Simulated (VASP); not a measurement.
Write the native input for VASP 6.6.1 that does the following.

| Quantity | Value |
| --- | --- |
| Task | G0W0 quasiparticle levels |
| Functional | PBE |
| Potentials or basis | VASP PAW PBE potentials, release 64 (B_GW, N_GW) |
| Cutoff | 500 eV |
| k mesh | 6 × 6 × 6 |
| Occupations | gaussian, width 0.01 eV |
| Spin | no spin polarisation |
| Dipole correction | no |
| GW scheme | G0W0 |
| GW iterations | 1 |
| Cutoff of the response function | 150 |
| Frequency points | 48 |
| Empty bands | 48 |
| Further INCAR settings | ALGO = EVGW0; EDIFF = 1e-08; NBANDS = 52 |

The system is BN (Qingsongite).

```
B N
1.0
     0.00000    1.80482    1.80482
     1.76783    0.00000    1.80482
     1.76783    1.80482    0.00000
B N
1 1
Cartesian
  0.0000 0.0000 0.0000
  0.8839 0.9024 0.9024
```

One way to write it, as run:

POSCAR

```
BN
1.0
    0.0000000000      1.8048245542      1.8048245542
    1.7678256509      0.0000000000      1.8048245542
    1.7678256509      1.8048245542      0.0000000000
B N
1 1
Direct
    0.0000000000      0.0000000000      0.0000000000
    0.2500000000      0.2500000000      0.2500000000
```

INCAR.step1

```
PREC     = Accurate       # precision mode
ENCUT    = 500            # plane-wave cutoff, eV
EDIFF    = 1E-8           # SCF threshold, eV
ISMEAR   = 0              # smearing method
SIGMA    = 0.01           # smearing width, eV
LREAL    = False          # projectors in reciprocal space
LASPH    = True           # aspherical terms in the spheres
NELM     = 80             # most SCF steps
ALGO     = Normal         # electronic algorithm
LWAVE    = True           # write WAVECAR
LCHARG   = False          # write CHGCAR
GGA      = PE             # functional
```

INCAR.step2

```
PREC     = Accurate       # precision mode
ENCUT    = 500            # plane-wave cutoff, eV
EDIFF    = 1E-8           # SCF threshold, eV
ISMEAR   = 0              # smearing method
SIGMA    = 0.01           # smearing width, eV
LREAL    = False          # projectors in reciprocal space
LASPH    = True           # aspherical terms in the spheres
NELM     = 1              # most SCF steps
ALGO     = Exact          # electronic algorithm
LWAVE    = True           # write WAVECAR
LCHARG   = False          # write CHGCAR
GGA      = PE             # functional
NBANDS   = 52             # bands
LOPTICS  = True           # frequency-dependent dielectric function
ISTART   = 1
```

INCAR.step3

```
PREC     = Accurate       # precision mode
ENCUT    = 500            # plane-wave cutoff, eV
EDIFF    = 1E-8           # SCF threshold, eV
ISMEAR   = 0              # smearing method
SIGMA    = 0.01           # smearing width, eV
LREAL    = False          # projectors in reciprocal space
LASPH    = True           # aspherical terms in the spheres
ALGO     = EVGW0          # electronic algorithm
LWAVE    = False          # write WAVECAR
LCHARG   = False          # write CHGCAR
GGA      = PE             # functional
NELMGW   = 1            
NBANDS   = 52             # bands
ENCUTGW  = 150.0          # cutoff of the response function
NOMEGA   = 48             # frequency points
PRECFOCK = Fast         
ISTART   = 1            
NBANDSGW = 12
```

KPOINTS

```
regular mesh
0
Gamma
  6 6 6
```

Potentials or basis: VASP PAW PBE potentials, release 64 (B_GW, N_GW).

Launch:

```console
$ cat potpaw_PBE.64/B_GW/POTCAR potpaw_PBE.64/N_GW/POTCAR > POTCAR
$ cp INCAR.step1 INCAR
$ mpirun -np 1 vasp_std > vasp.out
$ cp INCAR.step2 INCAR
$ mpirun -np 1 vasp_std > vasp.out
$ cp INCAR.step3 INCAR
$ mpirun -np 1 vasp_std > vasp.out
```

It gave:

- Band gap on the k mesh, mean-field level: 4.11 eV, indirect (least direct gap 8.71 eV)
- Quasiparticle gap: 5.60 eV
- Least direct quasiparticle gap: 10.85 eV

Caveat: the k points lie up to 0.51 Å⁻¹ apart; bands, screening cutoff and mesh are small and nothing is extrapolated, so the quasiparticle values aren't converged.

Wall time 3.3 min on 1 thread of Intel Xeon 8259CL (shared host), peak memory 0.24 GiB.
